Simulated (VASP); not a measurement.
# Nb2Sn2S: single point with PBE

The system is Nb2Sn2S.

```
Nb Sn S
1.0
     4.00325    0.00000    0.00000
    -2.00162    3.46691    0.00000
     0.00000    0.00000    6.99830
Nb Sn S
2 2 1
Direct
  0.33333 0.66667 0.28400
  0.66667 0.33333 0.71600
  0.33333 0.66667 0.62909
  0.66667 0.33333 0.37091
  0.00000 0.00000 0.00000
```

```json
{
  "Program": "VASP 6.6.1",
  "Task": "single point",
  "Functional": "PBE",
  "Potentials or basis": "VASP PAW PBE potentials, release 64 (Nb_sv, Sn_d, S)",
  "Cutoff": "520 eV",
  "k mesh": "6 × 6 × 4",
  "Occupations": "gaussian, width 0.1 eV",
  "Spin": "no spin polarisation",
  "Dipole correction": "no",
  "Further INCAR settings": "ALGO = Normal; EDIFF = 1e-06; NBANDS = 38"
}
```

| Property | Result |
| --- | --- |
| Pressure | 52.1 GPa |
| Largest force | 9.168 eV/Å |
| Band gap on the k mesh | zero (band 30 reaches 10.45 eV, above the bottom of band 31 at 9.86 eV) |

Forces on the atoms (eV/Å):
```
Nb   0.000  0.000 -9.168
Nb   0.000  0.000  9.168
Sn   0.000  0.000  2.723
Sn   0.000  0.000 -2.723
S    0.000  0.000  0.000
```

Stress tensor (GPa, compression positive):
```
55.50  0.00  0.00
 0.00 55.50  0.00
 0.00  0.00 45.37
```

Levels at points of the mesh, in eV from the Fermi level:
```csv
k point,band 28,band 29,band 30,band 31,band 32,band 33
"(0.00, 0.00, 0.00)",-1.48,-1.48,-0.30,-0.30,0.87,0.87
"(0.50, 0.00, 0.00)",-0.87,-0.33,-0.17,0.11,0.27,0.47
"(0.00, 0.00, 0.50)",-1.22,-1.22,-0.33,-0.07,-0.07,-0.03
"(0.50, 0.00, 0.50)",-1.28,-0.15,-0.03,0.29,0.41,0.83
```

Wall time 2 min on 1 thread of Intel Xeon 6975P-C (shared host), peak memory 0.26 GiB.

Caveat: spin-orbit coupling is left out, which moves the levels of the heavy elements; forces of over 1 eV/Å act on the atoms, so gaps and moduli don't describe the material at rest.
